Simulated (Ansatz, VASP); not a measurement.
# YS in VASP and in Ansatz

Contents of INCAR:

```
SYSTEM = YS
PREC = Accurate
ENCUT = 520
EDIFF = 1E-8
ISMEAR = -1
SIGMA = 0.01
LREAL = .False.
LASPH = .True.
NELM = 100
ALGO = Normal
ISIF = 2
LWAVE = .False.
LCHARG = .False.
GGA = CA
LEFG = .True.
NBANDS = 16
```

The input KPOINTS:

```
regular mesh
0
Gamma
  8 8 8
  0 0 0
```

POSCAR

```
YS
1.0
    0.0000000000      2.7436500000      2.7436500000
    2.7436500000      0.0000000000      2.7436500000
    2.7436500000      2.7436500000      0.0000000000
Y S
1 1
Direct
    0.5000000000      0.5000000000      0.5000000000
    0.0000000000      0.0000000000      0.0000000000
```

Input for Ansatz:

```yaml
crystal:
  lattice:
    - [0.0, 2.74365, 2.74365]
    - [2.74365, 0.0, 2.74365]
    - [2.74365, 2.74365, 0.0]
  atoms:
    - { symbol: "Y", position: [0.5, 0.5, 0.5] }
    - { symbol: S, position: [0.0, 0.0, 0.0] }
kpoints:
  mp_grid: { grid: [8, 8, 8] }
  band_path:
    path:
      - [0.0, 0.0, 0.0]
      - [0.5, 0.0, 0.5]
      - [0.625, 0.25, 0.625]
      - [0.375, 0.375, 0.75]
      - [0.0, 0.0, 0.0]
      - [0.5, 0.5, 0.5]
      - [0.5, 0.25, 0.75]
      - [0.5, 0.0, 0.5]
    npoints: 14
scf:
  occupations: { method: fermi_dirac, width: 0.01 }
hamiltonian:
  xc: lda
  pseudopotentials: { kind: paw }
output:
  forces: true
  stress: true
  eigenvalues: true
  efg: { contact_densities: true }
  populations: true
  bader: true
  dos: { projected: true, de: 0.2, e_range: [-14, 8] }
  write_density: true
  write_potential: true
  elf: true
  volumetric_format: npy
```

Alike in both runs: task electric field gradients; functional LDA; k mesh 8 × 8 × 8; occupations fermi-dirac, width 0.01 eV; no spin polarisation.

```csv
,VASP,Ansatz
version,VASP 6.6.1,Ansatz 0.2.0
potentials or method,"VASP PAW LDA potentials, release 64 (Y_sv, S)","PAW with Ansatz's default frozen-core files, scalar-relativistic"
plane-wave cutoff (eV),520,420
valence electrons in the cell,17,17
```

|  | VASP | Ansatz | Ansatz less VASP |
| --- | --- | --- | --- |
| pressure (GPa) | -3.8 | -3.8 | -0.04 |

LDA's correlation is that of Perdew and Zunger in VASP and of Perdew and Wang (1992) in Ansatz.
